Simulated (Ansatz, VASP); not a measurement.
**One calculation of Ag, two programs**

File INCAR:

```
PREC = Accurate
ENCUT = 520
EDIFF = 1E-6
ISMEAR = 0
SIGMA = 0.15
LREAL = F
LASPH = T
NELM = 60
ALGO = Fast
ISIF = 2
LWAVE = F
LCHARG = F
GGA = PS
NBANDS = 12
```

KPOINTS

```
regular mesh
0
Gamma
  22 22 22
```

POSCAR

```
Ag
1.0
    0.0000000000      2.1006821639      1.9326275907
    2.1006821639      0.0000000000      1.9326275907
    2.1006821639      2.1006821639      0.0000000000
Ag
1
Direct
    0.0000000000      0.0000000000      0.0000000000
```

Input for Ansatz:

```yaml
crystal:
  lattice:
    - [0.0, 2.1006821639, 1.9326275907]
    - [2.1006821639, 0.0, 1.9326275907]
    - [2.1006821639, 2.1006821639, 0.0]
  atoms:
    - { symbol: Ag, position: [0.0, 0.0, 0.0] }
basis:
  ecutwfc: 420
kpoints:
  mp_grid: { grid: [22, 22, 22] }
hamiltonian:
  xc: pbesol
scf:
  occupations: { method: gaussian, width: 0.15 }
output:
  forces: true
  stress: true
  eigenvalues: true
```

Alike in both runs: task single point; functional PBEsol; k mesh 22 × 22 × 22; occupations gaussian, width 0.15 eV; no spin polarisation.

```csv
,VASP,Ansatz
version,VASP 6.6.1,Ansatz 0.2.0
potentials or method,"VASP PAW PBE potentials, release 64 (Ag), cutoff 520 eV","scalar-relativistic, plane waves, PAW"
valence electrons in the cell,11,19
```

|  | VASP | Ansatz | Ansatz less VASP |
| --- | --- | --- | --- |
| gap on the k mesh at the Fermi level (eV) | none | none | - |
| pressure (GPa) | -2.5 | -2.4 | +0.10 |
| traceless stress, the component that is largest in VASP (GPa) | 1.45 | 1.47 | +0.018 |

VASP's potentials were made for PBE, not for PBEsol. A gap of «none» marks a metal or a gap that the smearing closes. The functional is the same, so the differences come from potentials, cutoffs and numerics. VASP's potentials hold 11 valence electrons a cell and Ansatz's 19, so a difference there can come from the potentials and not from the codes.
